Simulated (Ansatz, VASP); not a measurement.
# One calculation of Li2B, two programs

```xyz
6
Lattice="-3.1771 3.1771 1.6356 3.1771 -3.1771 1.6356 3.1771 3.1771 -1.6356" Properties=species:S:1:pos:R:3 pbc="T T T"
Li    1.0090    2.1681    1.6356
Li    2.1681   -1.0090    1.6356
Li    2.1681    1.0090    0.0000
Li    1.0090    4.1861    0.0000
B     0.0000    0.0000    2.4533
B     0.0000    0.0000    0.8178
```

Change from the starting cell: species swapped into the Zr2Al type (I4/mcm, No. 140).

Alike in both runs: task relaxation of cell and atoms; functional PBE; k mesh 14 × 14 × 14; occupations gaussian, width 0.1 eV; no spin polarisation.

|  | VASP | Ansatz |
| --- | --- | --- |
| version | VASP 6.6.1 | Ansatz 0.2.0 |
| potentials or method | VASP PAW PBE potentials, release 64 (Li_sv, B), cutoff 600 eV | scalar-relativistic, plane waves, PAW |
| valence electrons in the cell | 18 | 18 |

```csv
,VASP,Ansatz,Ansatz less VASP
"gap on the k mesh at the Fermi level, each at its own relaxed structure (eV)",none,none,-
relaxed volume (Å³/atom),11.02,11.11,+0.092
relaxed length of the cell vector where the two differ most in proportion (Å),4.789,4.806,+0.0170
```

A gap of «none» marks a metal or a gap that the smearing closes.

Noted on VASP's run: the cutoff is under 1.25 times that of the potentials, so the pressure is a little rough.
